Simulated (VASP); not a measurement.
Input of a VASP 6.6.1 run:

INCAR

```
SYSTEM = Be4ZnTe
  ALGO = Normal
  EDIFF = 1E-6
  ENCUT = 600
  GGA = PE
  GGA_COMPAT = .FALSE.
  ISIF = 2
  ISMEAR = 0
  LASPH = .TRUE.
  LCHARG = .FALSE.
  LREAL = .FALSE.
  LWAVE = .FALSE.
  NBANDS = 38
  NELM = 120
  PREC = Accurate
  SIGMA = 0.2
```

File KPOINTS:

```
k-points
0
G
  6 6 2
  0 0 0
```

POSCAR

```
Be4ZnTe
1.0
    3.7496050552      0.0295423816     -0.0912335113
   -1.8483805327      3.2024257338     -0.0003267328
   -0.3537823362     -0.2012440520     14.4701314378
Be Zn Te
8 2 2
Direct
    0.0310604446      0.4324813750      0.2738092835
    0.0288537676      0.4309593428      0.7737889310
    0.4563038795      0.6446877439      0.4167215440
    0.4550126589      0.6438553013      0.9167056741
    0.6806418976      0.7572706682      0.2723880671
    0.6784262229      0.7557810372      0.7723679738
    0.3729003724      1.1031919453      0.3233756460
    0.3709747216      1.1019612428      0.8234129493
    0.3283200592      0.0817996358      0.1743087525
    0.3257976701      0.0795129012      0.6743650203
    0.1352915724      0.9838819093     -0.0055954153
    0.1364167334     -0.0153831027      0.4943515740
```

Potentials or basis: VASP PAW PBE potentials, release 64 (Be, Zn, Te).

Launch:

```bash
$ cat potpaw_PBE.64/Be/POTCAR potpaw_PBE.64/Zn/POTCAR potpaw_PBE.64/Te/POTCAR > POTCAR
$ mpirun -np 1 vasp_std > vasp.out
```

(1) What does it give for the band gap on the k mesh?

(2) Predict the largest force.

## Answers

(1) zero (bands 26 and 27 overlap by 2.07 eV).

(2) 0.033 eV/Å.

Caveat: spin-orbit coupling is left out, which moves the levels of the heavy elements.
